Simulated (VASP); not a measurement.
# Al in VASP: notebook

Runs on Al. Level: PBEsol. Tasks: single point.

Everything below comes from runs of VASP 6.6.1. Logs are shortened: lines on timing, memory, paths and dates and some standing lists are left out, and cuts for length are marked.

## (1) The cell of the first run

The cell holds a slab with vacuum, 5 atoms: a = 2.839 Å, b = 2.839 Å, c = 24.031 Å, α = 90.00°, β = 90.00°, γ = 90.00°.

## (2) Single point, PBEsol

Input file INCAR:

```
SYSTEM = Al
  PREC = Accurate
  ENCUT = 520
  EDIFF = 1E-6
  ISMEAR = -1
  SIGMA = 0.08
  LREAL = .FALSE.
  LASPH = .TRUE.
  NELM = 100
  ALGO = Normal
  ISIF = 2
  LWAVE = .FALSE.
  LCHARG = .FALSE.
  LDIPOL = .TRUE.
  IDIPOL = 3
  DIPOL = 0.5 0.5 0.500
  GGA = PS
  NBANDS = 16
```

Input file KPOINTS:

```
regular mesh
0
G
  14 14 1
  0 0 0
```

Input file POSCAR:

```
Al
1.0
    2.8394494519      0.0000000000      0.0000000000
    0.0000000000      2.8394494519      0.0000000000
    0.0000000000      0.0000000000     24.0312000000
Al
5
Direct
    0.0000000000      0.0000000000      0.3329010653
    0.5000000000      0.5000000000      0.4164505324
    0.0000000000      0.0000000000      0.5000000000
    0.5000000000      0.5000000000      0.5835494676
    0.0000000000      0.0000000000      0.6670989347
```

Potentials or basis: VASP PAW PBE potentials, release 64 (Al).

Command:

```sh
cat potpaw_PBE.64/Al/POTCAR > POTCAR
mpirun -np 1 vasp_std > vasp.out
```

OUTCAR:

```text
SYSTEM = Al
   PREC = Accurate
   ENCUT = 520
   EDIFF = 1E-6
   ISMEAR = -1
   LREAL = .FALSE.
   LASPH = .TRUE.
   NELM = 100
   ISIF = 2
   GGA = PS

 ion  position               nearest neighbor table
   1  0.000  0.000  0.333-   2 2.84   2 2.84   2 2.84   2 2.84
   2  0.500  0.500  0.416-   1 2.84   1 2.84   1 2.84   1 2.84   3 2.84   3 2.84   3 2.84   3 2.84

   3  0.000  0.000  0.500-   2 2.84   4 2.84   2 2.84   4 2.84   2 2.84   4 2.84   2 2.84   4 2.84

   4  0.500  0.500  0.584-   5 2.84   5 2.84   5 2.84   5 2.84   3 2.84   3 2.84   3 2.84   3 2.84

   5  0.000  0.000  0.667-   4 2.84   4 2.84   4 2.84   4 2.84

  LATTYP: Found a simple tetragonal cell.
 ALAT       =     2.8394494519
 C/A-ratio  =     8.4633307995

  Lattice vectors:

 A1 = (   2.8394494519,   0.0000000000,   0.0000000000)
 A2 = (   0.0000000000,   2.8394494519,   0.0000000000)
 A3 = (   0.0000000000,   0.0000000000,  24.0312000000)

Analysis of symmetry for initial positions (statically):
=====================================================================
 Subroutine PRICEL returns:
 Original cell was already a primitive cell.

 Routine SETGRP: Setting up the symmetry group for a
 simple tetragonal supercell.

 Subroutine GETGRP returns: Found 16 space group operations
 (whereof 16 operations were pure point group operations)
 out of a pool of 16 trial point group operations.

The static configuration has the point symmetry D_4h.

Analysis of symmetry for dynamics (positions and initial velocities):
=====================================================================
 Subroutine PRICEL returns:
 Original cell was already a primitive cell.

 Routine SETGRP: Setting up the symmetry group for a
 simple tetragonal supercell.

 Subroutine GETGRP returns: Found 16 space group operations
 (whereof 16 operations were pure point group operations)
 out of a pool of 16 trial point group operations.

The dynamic configuration has the point symmetry D_4h.

 Subroutine INISYM returns: Found 16 space group operations
 (whereof 16 operations are pure point group operations),
 and found     1 'primitive' translations

----------------------------------------------------------------------------------------

                                     Primitive cell

  volume of cell :     193.7509

  direct lattice vectors                    reciprocal lattice vectors
     2.839449452  0.000000000  0.000000000     0.352180948  0.000000000  0.000000000
     0.000000000  2.839449452  0.000000000     0.000000000  0.352180948  0.000000000
     0.000000000  0.000000000 24.031200000     0.000000000  0.000000000  0.041612570

  length of vectors
     2.839449452  2.839449452 24.031200000     0.352180948  0.352180948  0.041612570

  position of ions in fractional coordinates (direct lattice)
     0.000000000  0.000000000  0.332901065
     0.500000000  0.500000000  0.416450532
     0.000000000  0.000000000  0.500000000
     0.500000000  0.500000000  0.583549468
     0.000000000  0.000000000  0.667098935

  ion indices of the primitive-cell ions
   primitive index   ion index
                 1           1
                 2           2
                 3           3
                 4           4
                 5           5

----------------------------------------------------------------------------------------

 KPOINTS: regular mesh

Automatic generation of k-mesh.
 Grid dimensions read from file:
 generate k-points for:   14   14    1

 Generating k-lattice:

  Cartesian coordinates                     Fractional coordinates (reciprocal lattice)
     0.025155782  0.000000000  0.000000000     0.071428571  0.000000000  0.000000000
     0.000000000  0.025155782  0.000000000     0.000000000  0.071428571  0.000000000
     0.000000000  0.000000000  0.041612570     0.000000000  0.000000000  1.000000000

  Length of vectors
     0.025155782  0.025155782  0.041612570

  Shift w.r.t. Gamma in fractional coordinates (k-lattice)
     0.000000000  0.000000000  0.000000000

 Subroutine IBZKPT returns following result:
 ===========================================

 Found     36 irreducible k-points:

 Following reciprocal coordinates:
            Coordinates               Weight
  0.000000  0.000000  0.000000      1.000000
  0.071429  0.000000  0.000000      4.000000
  0.142857  0.000000  0.000000      4.000000
  0.214286  0.000000  0.000000      4.000000
  0.285714  0.000000  0.000000      4.000000
  0.357143  0.000000  0.000000      4.000000
[... 16 lines left out ...]
  0.285714  0.214286  0.000000      8.000000
  0.357143  0.214286  0.000000      8.000000
 [... further k-points ...]
   k-points           NKPTS =     36   k-points in BZ     NKDIM =     36   number of bands    NBANDS=     16
   number of dos      NEDOS =    301   number of ions     NIONS =      5
   total plane-waves  NPLWV = 103680
   dimension x,y,z NGX =    24 NGY =   24 NGZ =  180
   dimension x,y,z NGXF=    48 NGYF=   48 NGZF=  360
   ions per type =               5
   NGX,Y,Z   is equivalent  to a cutoff of  14.05, 14.05, 12.45 a.u.
   NGXF,Y,Z  is equivalent  to a cutoff of  28.10, 28.10, 24.90 a.u.
 SYSTEM =  Al
   PREC   = accura    normal or accurate (medium, high low for compatibility)
   ISTART =      0    job   : 0-new  1-cont  2-samecut
   ICHARG =      2    charge: 1-file 2-atom 10-const
   ISPIN  =      1    spin polarized calculation?
   LNONCOLLINEAR =      F non collinear calculations
   LSORBIT =      F    spin-orbit coupling
   LASPH  =      T    aspherical Exc in radial PAW
   ENCUT  =  520.0 eV  38.22 Ry    6.18 a.u.   5.28  5.28 44.68*2*pi/ulx,y,z
   NELM   =    100;   NELMIN=  2; NELMDL= -5     # of ELM steps
   EDIFF  = 0.1E-05   stopping-criterion for ELM
   LREAL  =      F    real-space projection
   EDIFFG = 0.1E-04   stopping-criterion for IOM
   NSW    =      0    number of steps for IOM
   IBRION =     -1    ionic relax: 0-MD 1-quasi-New 2-CG
   NFREE  =      0    steps in history (QN), initial steepest desc. (CG)
   ISIF   =      2    stress and relaxation
   ISYM   =      2    0-nonsym 1-usesym 2-fastsym
   POTIM  = 0.5000    time-step for ionic-motion
   TEBEG  =    0.0;   TEEND  =   0.0 temperature during run
   PSTRESS=    0.0 pullay stress
   NELECT =      15.0000    total number of electrons
   NUPDOWN=      -1.0000    fix difference up-down
   EMIN   =  10.00;   EMAX   =-10.00  energy-range for DOS
   EFERMI =   0.00;   METHOD = LEGACY
   ISMEAR =    -1;   SIGMA  =   0.08  broadening in eV -4-tet -1-fermi 0-gaus
   EFERMI_NEDOS =   21; number of points for ismear=-14 and -15
   IALGO  =     38    algorithm
   IMIX   =      4    mixing-type and parameters
     AMIX     =   0.40;   BMIX     =  1.00
     AMIX_MAG =   1.60;   BMIX_MAG =  1.00
  volume/ion in A,a.u.               =      38.75       261.50
  Fermi-wavevector in a.u.,A,eV,Ry     =   0.697735  1.318528  6.623785  0.486834
  Thomas-Fermi vector in A             =   1.781145
   LORBIT       =      0    0 simple, 1 ext, 2 COOP (PROOUT), +10 PAW based schemes
   GGA     = PS    functional components
   LHFCALC =     F    Hartree Fock is set to
   AEXX    =    0.0000 exact exchange contribution
   IVDW    =     0    specifies the selected vdW correction
   LEPSILON=     F    determine dielectric tensor
   LRPA    =     F    only Hartree local field effects (RPA)
 non-spin polarized calculation
  energy-cutoff  :      520.00
  volume of cell :      193.75
 maximum number of plane-waves:      5261
 NGX is ok and might be reduce to    24
   NGX = 11   NGY = 11   NGZ = 89

 number of electron      15.0000000 magnetization

 dipolmoment           0.000000      0.000000     -0.000000 electrons x Angstroem

 Free energy of the ion-electron system (eV)
  ---------------------------------------------------
  ext. energy  EPLUGINS =         0.00000000
  ---------------------------------------------------
  free energy    TOTEN  =       -19.38972862 eV

  energy without entropy =      -19.33936046  energy(sigma->0) =      -19.36454454

 E-fermi :   0.9191     XC(G=0):  -5.1256

 val. band max:        0.9128698060   @ k =   0.3571   0.0000   0.0000
 cond. band min:       0.9214856636   @ k =   0.2143   0.0714   0.0000
 fundamental gap:      0.0086158576
 Fermi energy:         0.9191186343

 k-point     1 :       0.0000    0.0000    0.0000
  band No.  band energies     occupation
      1      -9.9957      2.00000
      2      -9.0515      2.00000
      3      -7.5379      2.00000
      4      -5.5325      2.00000
      5      -3.0510      2.00000
      6      -1.1874      2.00000
[... 8 lines left out ...]
     15       7.4073      0.00000
     16       7.7196      0.00000

 k-point     2 :       0.0714    0.0000    0.0000
  band No.  band energies     occupation
      1      -9.9023      2.00000
      2      -8.9586      2.00000
      3      -7.4458      2.00000
      4      -5.4413      2.00000
      5      -2.9603      2.00000
      6      -1.1007      2.00000
[... 8 lines left out ...]
     15       7.0733      0.00000
     16       7.7995      0.00000

 k-point     3 :       0.1429    0.0000    0.0000
  band No.  band energies     occupation
      1      -9.6223      2.00000
      2      -8.6803      2.00000
      3      -7.1700      2.00000
      4      -5.1683      2.00000
      5      -2.6889      2.00000
      6      -0.8412      2.00000
[... 8 lines left out ...]
     15       7.0062      0.00000
     16       7.2184      0.00000
[... 362 lines left out ...]
 k-point    23 :       0.2857    0.2143    0.0000
  band No.  band energies     occupation
      1      -7.6788      2.00000
      2      -6.7478      2.00000
      3      -5.2543      2.00000
      4      -3.2730      2.00000
      5      -0.8337      2.00000
      6      -0.2572      2.00000
[... 8 lines left out ...]
     15       6.3086      0.00000
     16       6.3737      0.00000

 k-point    24 :       0.3571    0.2143    0.0000
  band No.  band energies     occupation
      1      -6.8546      2.00000
      2      -5.9284      2.00000
      3      -4.4424      2.00000
      4      -2.4718      2.00000
      5      -1.8683      2.00000
      6      -0.9590      2.00000
[... 8 lines left out ...]
     15       5.7291      0.00000
     16       6.5938      0.00000

 [... further k-points ...]

------------------------ aborting loop because EDIFF is reached ----------------------------------------

 vacuum level on the upper side and lower side of the slab       (xc-potential included)        -0.076        -0.076

  FORCE on cell =-STRESS in cart. coord.  units (eV):
  Direction    XX          YY          ZZ          XY          YZ          ZX
  --------------------------------------------------------------------------------------
  -------------------------------------------------------------------------------------
  Total       -1.7003877     -1.7003877      0.6334864      0.0000000     -0.0000000      0.0000000
  in kB      -14.0609539    -14.0609539      5.2384662      0.0000000     -0.0000000      0.0000000
  external PRESSURE =      -7.6278139 kB  Pullay stress =       0.0000000 kB

 VOLUME and BASIS-vectors are now :
 -----------------------------------------------------------------------------
  energy-cutoff  :      520.00
  volume of cell :      193.75
      direct lattice vectors                 reciprocal lattice vectors
     2.839449452  0.000000000  0.000000000     0.352180948  0.000000000  0.000000000
     0.000000000  2.839449452  0.000000000     0.000000000  0.352180948  0.000000000
     0.000000000  0.000000000 24.031200000     0.000000000  0.000000000  0.041612570

 POSITION                                       TOTAL-FORCE (eV/Angst)
 -----------------------------------------------------------------------------------
      0.00000      0.00000      8.00001         0.000000      0.000000     -0.080407
      1.41972      1.41972     10.00781        -0.000000      0.000000      0.002338
      0.00000      0.00000     12.01560        -0.000000      0.000000      0.000000
      1.41972      1.41972     14.02339        -0.000000      0.000000     -0.002338
      0.00000      0.00000     16.03119         0.000000      0.000000      0.080407
 -----------------------------------------------------------------------------------
    total drift:                                0.000000     -0.000000      0.000000

  FREE ENERGIE OF THE ION-ELECTRON SYSTEM (eV)
  ---------------------------------------------------
  free  energy   TOTEN  =       -19.3897286204 eV

  energy  without entropy=      -19.3393604580  energy(sigma->0) =      -19.36454454

 vacuum level on the upper side and lower side of the slab         5.200         5.200
```

It took 61 s on 1 thread of Intel Xeon 6975P-C (Granite Rapids), shared host; peak memory 0.32 GiB.

What came out:

```yaml
Free_energy: -19.3897 eV
Largest_force: 0.080 eV/Å
Band_gap_on_the_k_mesh: zero (an odd number of electrons rules out a gap without spin polarisation)
```

Forces in eV/Å, atoms in the order of the input:
```
Al   0.000  0.000 -0.080
Al   0.000  0.000  0.002
Al   0.000  0.000  0.000
Al   0.000  0.000 -0.002
Al   0.000  0.000  0.080
```

Caveat: the PAW data sets were made with another functional, which shifts forces and pressure a little.

## (3) Single point, PBEsol

Input file INCAR:

```
PREC     = Accurate       # precision mode
ENCUT    = 520            # plane-wave cutoff, eV
EDIFF    = 1E-6           # SCF threshold, eV
ISMEAR   = -1             # smearing method
SIGMA    = 0.08           # smearing width, eV
LREAL    = False          # projectors in reciprocal space
LASPH    = True           # aspherical terms in the spheres
NELM     = 60             # most SCF steps
ALGO     = Normal         # electronic algorithm
ISIF     = 2              # what is computed and relaxed
LWAVE    = False          # write WAVECAR
LCHARG   = False          # write CHGCAR
LDIPOL   = True         
IDIPOL   = 3            
DIPOL    = 0.5 0.5 0.500
GGA      = PS             # functional
NBANDS   = 16             # bands
```

Input file KPOINTS:

```
Automatic mesh
0
Gamma
  14 14 1
```

POSCAR is that of step 2.

Potentials or basis: VASP PAW PBE potentials, release 64 (Al).

Command:

```sh
cat potpaw_PBE.64/Al/POTCAR > POTCAR
mpirun -np 1 vasp_std > vasp.out
```

Wall time 61 s (1 thread of Intel Xeon 6975P-C (Granite Rapids), shared host); peak memory 0.33 GiB.

Results (log left out):

* Free energy: -19.3897 eV
* Largest force: 0.080 eV/Å
* Band gap on the k mesh: zero (an odd number of electrons rules out a gap without spin polarisation)

Forces on the atoms (eV/Å):
```
Al   0.000  0.000 -0.080
Al   0.000  0.000  0.002
Al   0.000  0.000  0.000
Al   0.000  0.000 -0.002
Al   0.000  0.000  0.080
```

Levels at points of the mesh, in eV from the Fermi level:
| k point | band 5 | band 6 | band 7 | band 8 | band 9 | band 10 | band 11 | band 12 |
| --- | --- | --- | --- | --- | --- | --- | --- | --- |
| (0.00, 0.00, 0.00) | -3.97 | -2.11 | 1.02 | 3.13 | 4.05 | 5.04 | 5.12 | 5.59 |
| (0.50, 0.00, 0.00) | -4.04 | -3.99 | -2.20 | -1.90 | 0.08 | 0.80 | 1.80 | 2.63 |
| (0.50, 0.50, 0.00) | -1.32 | -1.23 | -0.57 | -0.37 | -0.37 | -0.07 | 0.94 | 1.46 |

Caveat: the PAW data sets were made with another functional, which shifts forces and pressure a little.
